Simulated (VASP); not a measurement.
# Ga3P (P-4m2) in VASP: a series of runs, part 2 of 2

VASP 6.6.1. Earlier steps stand in the parts before.

## 3. Relaxation of cell and atoms, PBE

This run uses another cell than the first one, of 22.72 Å³/atom, 1.072 times its volume.

Input file INCAR:

```
SYSTEM = Ga3P
PREC = Accurate ; ENCUT = 600
EDIFF = 1E-6 ; ISMEAR = 0
SIGMA = 0.1 ; LREAL = .False.
LASPH = .True. ; NELM = 80
ALGO = Normal ; ISIF = 3
LWAVE = .False. ; LCHARG = .False.
GGA = PE ; IBRION = 2
NSW = 100 ; EDIFFG = -0.01
```

Input file KPOINTS:

```
regular mesh
0
Gamma
  10 10 6
  0 0 0
```

Input file POSCAR:

```
Ga3P
1.0
    3.7629496747      0.0000000000      0.0000000000
    0.0000000000      3.7629496747      0.0000000000
    0.0000000000      0.0000000000      6.4169122121
Ga P
3 1
Direct
    0.5000000000      0.0000000000      0.7786727016
    0.0000000000      0.5000000000      0.2213272984
    0.5000000000      0.5000000000      0.5000000000
    0.0000000000      0.0000000000      0.0000000000
```

Potentials or basis: VASP PAW PBE potentials, release 64 (Ga_d, P).

Started as:

```
$ cat potpaw_PBE.64/Ga_d/POTCAR potpaw_PBE.64/P/POTCAR > POTCAR
$ mpirun -np 1 vasp_std > vasp.out
```

Run time: 17 min. Hardware: 1 thread of Intel Xeon Platinum 8259CL at 2.50GHz (Skylake/Cascade Lake), shared host; peak memory 0.36 GiB.

The run converged. Its results:

* Free energy: -14.5348 eV
* Relaxed volume: 22.55 Å³/atom
* Relaxed cell: a = 3.727 Å, b = 3.727 Å, c = 6.491 Å, α = 90.00°, β = 90.00°, γ = 90.00°
* Space group after relaxing (to 0.05 Å): P-4m2 (No. 115)
* Energy gained by relaxing: 1.1 meV/atom
* Ionic steps: 11
* Pressure after relaxing: 0.0 GPa
* Largest force after relaxing: 0.006 eV/Å
* Band gap on the k mesh: zero (band 22 reaches 5.86 eV, above the bottom of band 23 at 1.98 eV)

Forces on the atoms (eV/Å):
```
Ga   0.000  0.000  0.006
Ga   0.000  0.000 -0.006
Ga   0.000  0.000  0.000
P    0.000  0.000  0.000
```

The path:
```
step  energy change (eV)  largest force (eV/Å)  pressure (GPa)  volume (Å³)
   1              0.0000                0.0202           -0.09        90.86
   2             -0.0026                0.0003           -0.21        90.69
   3             -0.0044                0.0309           -0.20        90.43
   4             -0.0044                0.0384           -0.22        90.38
   5             -0.0043                0.0071            0.16        89.79
   6             -0.0046                0.0192            0.04        90.15
   7             -0.0046                0.0247           -0.08        90.17
   8             -0.0046                0.0171            0.01        90.16
   9             -0.0046                0.0053           -0.13        90.18
  10             -0.0046                0.0112           -0.03        90.18
  11             -0.0046                0.0063            0.00        90.18
```

Final structure:
```
Ga P
1.0
     3.72748    0.00000    0.00000
     0.00000    3.72748    0.00000
     0.00000    0.00000    6.49079
Ga P
3 1
Direct
  0.50000 0.00000 0.77853
  0.00000 0.50000 0.22147
  0.50000 0.50000 0.50000
  0.00000 0.00000 0.00000
```

Levels at points of the mesh, in eV from the Fermi level:
```tsv
k point	band 19	band 20	band 21	band 22	band 23	band 24	band 25	band 26
(0.00, 0.00, 0.00)	-1.47	-1.47	0.27	1.58	2.88	3.00	3.00	3.79
(0.50, 0.00, 0.00)	-4.42	-2.73	-2.73	-0.76	2.92	3.53	4.69	5.52
(0.50, 0.50, 0.00)	-4.81	-3.00	-1.70	-1.70	-0.63	1.45	1.90	1.90
(0.00, 0.00, 0.50)	-3.47	-1.35	-1.35	1.94	1.94	2.81	3.01	5.33
(0.50, 0.00, 0.50)	-5.53	-1.02	-0.75	-0.33	1.32	1.66	3.05	4.28
(0.50, 0.50, 0.50)	-4.65	-3.18	-2.18	-2.18	-1.67	4.18	4.18	4.39
```

## 4. Single point, r2SCAN

This run uses another cell than the first one, of 22.55 Å³/atom, 1.064 times its volume.

Input file POSCAR:

```
Ga3P
1.0
    3.7282137576      0.0000000000      0.0000000000
    0.0000000000      3.7282137576      0.0000000000
    0.0000000000      0.0000000000      6.4890377382
Ga P
3 1
Direct
    0.5000000000      0.0000000000      0.7784398288
    0.0000000000      0.5000000000      0.2215601712
    0.5000000000      0.5000000000      0.5000000000
    0.0000000000      0.0000000000      0.0000000000
```

Input file INCAR.step1:

```
SYSTEM = Ga3P
PREC = Accurate
ENCUT = 520
ISMEAR = 0
SIGMA = 0.1
LREAL = .FALSE.
LASPH = .TRUE.
NELM = 60
NBANDS = 30
GGA = PE
ALGO = Normal
EDIFF = 1E-4
LWAVE = .TRUE.
LCHARG = .FALSE.
```

Input file INCAR.step2:

```
SYSTEM = Ga3P
PREC = Accurate
ENCUT = 520
EDIFF = 1E-6
ISMEAR = 0
SIGMA = 0.1
LREAL = .FALSE.
LASPH = .TRUE.
NELM = 60
ALGO = Normal
ISIF = 2
LWAVE = .FALSE.
LCHARG = .TRUE.
METAGGA = R2SCAN
LMIXTAU = .TRUE.
LELF = .TRUE.
LVHAR = .TRUE.
NBANDS = 30
ISTART = 1
```

Input file KPOINTS:

```
Automatic mesh
0
G
  10 10 6
  0 0 0
```

Started as:

```
$ cat potpaw_PBE.64/Ga_d/POTCAR potpaw_PBE.64/P/POTCAR > POTCAR
$ cp INCAR.step1 INCAR
$ mpirun -np 1 vasp_std > vasp.out
$ cp INCAR.step2 INCAR
$ mpirun -np 1 vasp_std > vasp.out
```

Wall time 8.9 min (1 thread of Intel Xeon 6975P-C (Granite Rapids), shared host); peak memory 0.32 GiB.

Results (log left out):

- Free energy: -43.8827 eV
- Pressure: -2.4 GPa
- Largest force: 0.038 eV/Å
- Band gap on the k mesh: zero (band 22 reaches 6.03 eV, above the bottom of band 23 at 1.75 eV)

Forces on the atoms (eV/Å):
```
Ga   0.000  0.000  0.038
Ga   0.000  0.000 -0.038
Ga   0.000  0.000  0.000
P    0.000  0.000  0.000
```

Stress tensor (GPa, compression positive):
```
-2.25  0.00  0.00
 0.00 -2.25  0.00
 0.00  0.00 -2.66
```

Levels at points of the mesh, in eV from the Fermi level:
```tsv
k point	band 20	band 21	band 22	band 23	band 24	band 25
(0.00, 0.00, 0.00)	-1.60	0.20	1.96	3.14	3.14	3.17
(0.50, 0.00, 0.00)	-2.86	-2.85	-0.86	3.05	3.90	5.01
(0.50, 0.50, 0.00)	-3.18	-1.84	-1.84	-0.74	1.68	2.14
(0.00, 0.00, 0.50)	-1.47	-1.47	2.02	2.02	3.09	3.33
(0.50, 0.00, 0.50)	-1.12	-0.85	-0.43	1.59	1.93	3.19
(0.50, 0.50, 0.50)	-3.37	-2.31	-2.31	-1.76	4.51	4.51
```

Caveat: the PAW data sets were made with another functional, which shifts forces and pressure a little.

## 5. Relaxation of shape and atoms at fixed volume, PBE (volume scaled by 0.88)

Input file INCAR:

```
PREC = Accurate
ENCUT = 600
EDIFF = 1E-7
ISMEAR = 0
SIGMA = 0.1
LREAL = False
LASPH = True
NELM = 80
ALGO = Normal
ISIF = 4
LWAVE = False
LCHARG = False
GGA = PE
IBRION = 2
NSW = 50
EDIFFG = -0.01
```

Input file KPOINTS:

```
regular mesh
0
Gamma
  10 10 6
```

Input file POSCAR:

```
Ga3P
1.0
    3.5398044578      0.0000000000      0.0000000000
    0.0000000000      3.5398044578      0.0000000000
    0.0000000000      0.0000000000      6.3344080717
Ga P
3 1
Direct
    0.5000000000      0.0000000000      0.7758309978
    0.0000000000      0.5000000000      0.2241690022
    0.5000000000      0.5000000000      0.5000000000
    0.0000000000      0.0000000000      0.0000000000
```

Started as:

```
$ cat potpaw_PBE.64/Ga_d/POTCAR potpaw_PBE.64/P/POTCAR > POTCAR
$ mpirun -np 1 vasp_std > vasp.out
```

Wall time 11 min (1 thread of Intel Xeon 6975P-C (Granite Rapids), shared host); peak memory 0.32 GiB.

Results (log left out):

```yaml
Free_energy: -14.2864 eV
Energy_gained_by_relaxing: 0.6 meV/atom
Ionic_steps: 6
Pressure_after_relaxing: 8.2 GPa
Largest_force_after_relaxing: 0.007 eV/Å
Band_gap_on_the_k_mesh: zero (band 22 reaches 7.56 eV, above the bottom of band 23 at 2.72 eV)
```

Forces in eV/Å, atoms in the order of the input:
```
Ga   0.000  0.000  0.007
Ga   0.000  0.000 -0.007
Ga   0.000  0.000  0.000
P    0.000  0.000  0.000
```

The path:
| step | energy change (eV) | largest force (eV/Å) | pressure (GPa) | volume (Å³) |
| --- | --- | --- | --- | --- |
| 1 | 0.0000 | 0.0986 | 8.50 | 79.37 |
| 2 | -0.0018 | 0.0118 | 8.35 | 79.37 |
| 3 | -0.0021 | 0.0361 | 8.26 | 79.37 |
| 4 | -0.0021 | 0.0393 | 8.26 | 79.37 |
| 5 | -0.0022 | 0.0141 | 8.24 | 79.37 |
| 6 | -0.0023 | 0.0070 | 8.24 | 79.37 |

Final structure:
```
Ga P
1.0
     3.52670    0.00000    0.00000
     0.00000    3.52670    0.00000
     0.00000    0.00000    6.38157
Ga P
3 1
Direct
  0.50000 0.00000 0.77498
  0.00000 0.50000 0.22502
  0.50000 0.50000 0.50000
  0.00000 0.00000 0.00000
```

Levels at points of the mesh, in eV from the Fermi level:
```tsv
k point	band 18	band 19	band 20	band 21	band 22	band 23	band 24	band 25	band 26
(0.00, 0.00, 0.00)	-7.44	-1.21	-1.21	0.14	2.44	3.39	3.49	3.49	4.31
(0.50, 0.00, 0.00)	-5.15	-4.64	-3.21	-3.14	-0.32	3.51	4.46	4.92	5.98
(0.50, 0.50, 0.00)	-6.00	-4.83	-3.23	-1.90	-1.90	-0.83	1.51	1.90	1.90
(0.00, 0.00, 0.50)	-3.87	-3.68	-1.06	-1.06	2.25	2.25	3.38	3.52	5.98
(0.50, 0.00, 0.50)	-6.04	-5.93	-1.26	-0.52	-0.31	1.47	1.77	3.65	4.88
(0.50, 0.50, 0.50)	-5.92	-4.62	-3.45	-2.42	-2.42	-1.93	4.37	4.42	4.42
```

Caveat: the cell differs from its parent crystal (volume scaled by 0.88).

## 6. Summary

| task | level | cell | cutoff (eV) | gap on the mesh (eV) | pressure (GPa) | largest force (eV/Å) |
| --- | --- | --- | --- | --- | --- | --- |
| relaxation of shape and atoms at fixed volume | PBE | relaxed from a = 3.642, b = 3.642, c = 6.393 Å, 4 atoms | 600 | none | 3.4 | 0.01 |
| relaxation of cell and atoms | PBE | relaxed from a = 3.763, b = 3.763, c = 6.417 Å, 4 atoms | 600 | none | 0.0 | 0.01 |
| single point | r2SCAN | a = 3.728, b = 3.728, c = 6.489 Å, 4 atoms | 520 | none | -2.4 | 0.04 |
| relaxation of shape and atoms at fixed volume | PBE | relaxed from a = 3.540, b = 3.540, c = 6.334 Å, 4 atoms | 600 | none | 8.2 | 0.01 |

Alike in all rows: potentials or basis VASP PAW PBE potentials, release 64 (Ga_d, P); no spin polarisation; k mesh 10 × 10 × 6; smearing gaussian 0.1 eV.

Caveats: the PAW data sets were made with another functional, which shifts forces and pressure a little (some runs).

Absolute energies hang on the potentials; compare differences alone.
